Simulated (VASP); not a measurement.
Here is a VASP 6.6.1 calculation.

The input INCAR:

```
SYSTEM = BiP2
PREC = Accurate
ENCUT = 520
EDIFF = 1E-6
ISMEAR = 0
SIGMA = 0.1
LREAL = .False.
LASPH = .True.
NELM = 80
ALGO = Fast
ISIF = 2
LWAVE = .False.
LCHARG = .False.
GGA = PE
NBANDS = 20
```

File KPOINTS:

```
regular mesh
0
Gamma
  12 12 12
  0 0 0
```

The input POSCAR:

```
BiP2
1.0
    2.2314915899      1.2883522701      4.7724404424
   -2.2314915899      1.2883522701      4.7724404424
    0.0000000000     -2.5767045403      4.7724404424
Bi P
1 2
Direct
    0.0000000000      0.0000000000      0.0000000000
    0.4267482054      0.4267482054      0.4267482054
    0.5732517946      0.5732517946      0.5732517946
```

Potentials or basis: VASP PAW PBE potentials, release 64 (Bi_d, P).

The run is started by

```console
$ cat potpaw_PBE.64/Bi_d/POTCAR potpaw_PBE.64/P/POTCAR > POTCAR
$ mpirun -np 1 vasp_std > vasp.out
```

Q: Predict the largest force.

A: 0.047 eV/Å.

Q: What does it give for the pressure?

A: -0.1 GPa.

Forces on the atoms (eV/Å):
```
Bi   0.000  0.000  0.000
P    0.000  0.000  0.047
P    0.000  0.000 -0.047
```

Caveat: an odd number of electrons without spin polarisation forces a metal; a magnetic or distorted state may lie lower.
